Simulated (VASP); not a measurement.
Na: single point with PBE

The system is Na.

```
Na
1.0
    -7.55316    0.00000    5.27455
     7.55316    0.00000    5.27455
     0.00000    7.55316   -5.27455
Na
16
Direct
  0.98420 0.00631 0.00005
  0.75343 0.01133 0.24319
  0.49390 0.99413 0.48020
  0.23047 0.98795 0.75591
  0.72736 0.26004 0.00450
  0.48522 0.25379 0.24370
  0.23145 0.24835 0.51586
  0.00826 0.26641 0.76277
  0.52019 0.53683 0.03566
  0.25802 0.51704 0.26795
  0.00939 0.48890 0.51105
  0.25127 0.75986 0.02669
  0.99872 0.73971 0.23488
  0.72120 0.49090 0.75058
  0.77058 0.76853 0.49743
  0.51175 0.74809 0.74823
```

This cell differs from its parent crystal: dynamics (nvt langevin) at 200 K, volume x 1.0, from the last frame before.

* Program: VASP 6.6.1
* Task: single point
* Functional: PBE
* Potentials or basis: VASP PAW PBE potentials, release 64 (Na_pv)
* Cutoff: 520 eV
* k mesh: 2 × 2 × 2, shifted
* Occupations: fermi-dirac, width 0.05 eV
* Spin: no spin polarisation
* Dipole correction: no
* Further INCAR settings: LREAL = Auto; ALGO = Normal; EDIFF = 1e-07; NBANDS = 70

| Item | Value |
| --- | --- |
| Pressure | 0.1 GPa |
| Largest force | 0.205 eV/Å |
| Band gap on the k mesh | zero (bands 56 and 57 overlap by 0.58 eV) |

Forces in eV/Å, atoms in the order of the input:
```
Na  -0.055  0.017  0.047
Na   0.047  0.039 -0.047
Na   0.009  0.169  0.009
Na  -0.064  0.008  0.110
Na  -0.085 -0.038  0.021
Na   0.000  0.074 -0.015
Na  -0.137 -0.027  0.054
Na   0.026  0.046 -0.096
Na   0.009 -0.156 -0.085
Na  -0.048 -0.026 -0.084
Na   0.165 -0.016  0.030
Na   0.009 -0.188  0.081
Na   0.054  0.097 -0.014
Na  -0.067 -0.044  0.114
Na   0.020  0.053 -0.097
Na   0.119 -0.006 -0.026
```

Levels at points of the mesh, in eV from the Fermi level:
```tsv
k point	band 54	band 55	band 56	band 57	band 58	band 59	band 60	band 61	band 62	band 63
(0.25, 0.25, 0.25)	0.45	0.47	0.49	0.52	0.54	0.55	0.56	0.57	0.59	0.63
```

Wall time 3.1 min on 1 thread of Intel(R) Xeon(R) Platinum 8488C (Sapphire Rapids), with other jobs on the host, peak memory 0.66 GiB.

Caveat: the k points lie up to 0.42 Å⁻¹ apart, too coarse for converged energies and pressures of a metal; the atoms stand as in a frame of molecular dynamics.
